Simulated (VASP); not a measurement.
Runs of VASP 6.6.1 on LiH. The structure is that of space group F-43m (No. 216), or close to it. The cells are those of the table. 

| level | cell | k mesh | smearing | grid for exact exchange (PRECFOCK) | share of exact exchange | screening parameter | gap on the mesh (eV) |
| --- | --- | --- | --- | --- | --- | --- | --- |
| HSE06 | a = 3.034, b = 3.029, c = 3.029 Å, angles 60.1, 59.9, 59.9°, 2 atoms | 8 × 8 × 8 | gaussian 0.01 eV | Normal | 0.25 | 0.2079 1/Å | 5.25 |
| HSE06 | a = 3.017, b = 3.017, c = 3.034 Å, angles 59.8, 59.8, 60.4°, 2 atoms | 8 × 8 × 8 | gaussian 0.01 eV | Normal | 0.25 | 0.2079 1/Å | 5.25 |
| HSE06 | a = 3.135 Å, angles 60.0°, 2 atoms | 8 × 8 × 8 | gaussian 0.01 eV | Normal | 0.25 | 0.2079 1/Å | 5.09 |
| PBE | a = 3.135 Å, angles 60.0°, 2 atoms | 10 × 10 × 10 | fermi-dirac 0.02 eV | - | - | - | (a) |
| r2SCAN | a = 3.135 Å, angles 60.0°, 2 atoms | 10 × 10 × 10 | gaussian 0.01 eV | - | - | - | 4.67 |

Alike in all rows: task single point; potentials or basis VASP PAW PBE potentials, release 64 (Li_sv, H); no spin polarisation; cutoff (eV) 520.

**Question.** Estimate the missing entries.

**Answer.** (a) 4.10.

Caveats: the structure was generated, so it needn't be the stable form of LiH.

A k mesh can miss the band edges.
